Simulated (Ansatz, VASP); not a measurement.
## Two plane-wave programs on Cu3O2

The input INCAR:

```
SYSTEM = Cu3O2
  PREC = Accurate
  ENCUT = 600
  EDIFF = 1E-6
  ISMEAR = 0
  SIGMA = 0.1
  LREAL = .False.
  LASPH = .True.
  NELM = 150
  ALGO = Normal
  ISIF = 3
  LWAVE = .False.
  LCHARG = .False.
  ISPIN = 2
  MAGMOM = 0.13 0.18 0.18 0.11 0.11
  LORBIT = 11
  LMAXMIX = 4
  GGA = PE
  IBRION = 2
  NSW = 90
  EDIFFG = -0.04
```

Contents of KPOINTS:

```
Automatic mesh
0
Gamma
  6 6 4
  0 0 0
```

The input POSCAR:

```
Cu3O2
1.0
    3.5351057333      0.0000000000      0.0000000000
   -1.7675528666      3.0614913701      0.0000000000
    0.0000000000      0.0000000000      5.5000502906
Cu O
3 2
Direct
    0.0000000000      0.0000000000      0.0000000000
    0.3333333333      0.6666666667      0.6450000000
    0.6666666667      0.3333333333      0.3550000000
    0.3333333333      0.6666666667      0.2450000000
    0.6666666667      0.3333333333      0.7550000000
```

Input for Ansatz:

```yaml
crystal:
  lattice:
    - [3.5351057333, 0.0, 0.0]
    - [-1.7675528666, 3.0614913701, 0.0]
    - [0.0, 0.0, 5.5000502906]
  atoms:
    - { symbol: Cu, position: [0.0, 0.0, 0.0], spin: 0.13 }
    - { symbol: Cu, position: [0.3333333333, 0.6666666667, 0.645], spin: 0.18 }
    - { symbol: Cu, position: [0.6666666667, 0.3333333333, 0.355], spin: 0.18 }
    - { symbol: O, position: [0.3333333333, 0.6666666667, 0.245], spin: 0.11 }
    - { symbol: O, position: [0.6666666667, 0.3333333333, 0.755], spin: 0.11 }
basis:
  ecutwfc: 420
kpoints:
  mp_grid: { grid: [6, 6, 4] }
hamiltonian:
  xc: pbe
scf:
  occupations: { method: gaussian, width: 0.1 }
  lower_state_search: "off"
output:
  forces: true
  stress: true
  eigenvalues: true
  populations: true
magnetization:
  spin_polarized: true
relax:
  adjacent_minimum: "off"
  f_tol: 0.04
  max_steps: 70
  cell: { stress_tol: 0.4 }
```

Alike in both runs: task relaxation of cell and atoms; functional PBE; k mesh 6 × 6 × 4; occupations gaussian, width 0.1 eV; collinear spin.

```csv
,VASP,Ansatz
version,VASP 6.6.1,Ansatz 0.2.0
potentials or method,"VASP PAW PBE potentials, release 64 (Cu, O), cutoff 600 eV","scalar-relativistic, plane waves, PAW"
valence electrons in the cell,45,69
```

|  | VASP | Ansatz | Ansatz less VASP |
| --- | --- | --- | --- |
| gap on the k mesh at the Fermi level, each at its own relaxed structure (eV) | none | none | - |
| net moment per atom (μB) | 0.00 | 0.00 | 0.000 |
| relaxed volume (Å³/atom) | 10.28 | 10.27 | -0.006 |
| relaxed length of the cell vector where the two differ most in proportion (Å) | 7.018 | 7.111 | +0.0930 |

A gap of «none» marks a metal or a gap that the smearing closes. VASP's potentials hold 45 valence electrons a cell and Ansatz's 69, so a difference there can come from the potentials and not from the codes. Ansatz's warnings: seeded moment not kept.
